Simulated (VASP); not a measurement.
Here is a VASP 6.6.1 calculation.

Contents of INCAR:

```
SYSTEM = Si
PREC     = Accurate       ! precision mode
ENCUT    = 520            ! plane-wave cutoff, eV
EDIFF    = 1E-6           ! SCF threshold, eV
ISMEAR   = 0              ! smearing method
SIGMA    = 0.01           ! smearing width, eV
LREAL    = .False.        ! projectors in reciprocal space
LASPH    = .True.         ! aspherical terms in the spheres
NELM     = 80             ! most SCF steps
ALGO     = Normal         ! electronic algorithm
ISIF     = 2              ! what is computed and relaxed
LWAVE    = .False.        ! write WAVECAR
LCHARG   = .False.        ! write CHGCAR
GGA      = CA             ! functional
NBANDS   = 11             ! bands
```

Contents of KPOINTS:

```
regular mesh
0
Gamma
  8 8 8
  0 0 0
```

POSCAR

```
Si
1.0
    2.5947505324      2.5947505324      0.0000000000
   -2.5947505324      2.5947505324      0.0000000000
    0.0000000000      2.5947505324      2.5947505324
Si
2
Direct
    0.2500000000      0.7500000000      0.5000000000
    0.0000000000      0.0000000000      0.0000000000
```

Potentials or basis: VASP PAW LDA potentials, release 64 (Si).

Command:

```console
$ cat potpaw_LDA.64/Si/POTCAR > POTCAR
$ mpirun -np 1 vasp_std > vasp.out
```

(1) What does it give for the pressure?

(2) Estimate the band gap on the k mesh.

## Answers

(1) 15.1 GPa.

(2) 0.28 eV, indirect (least direct gap 2.57 eV).
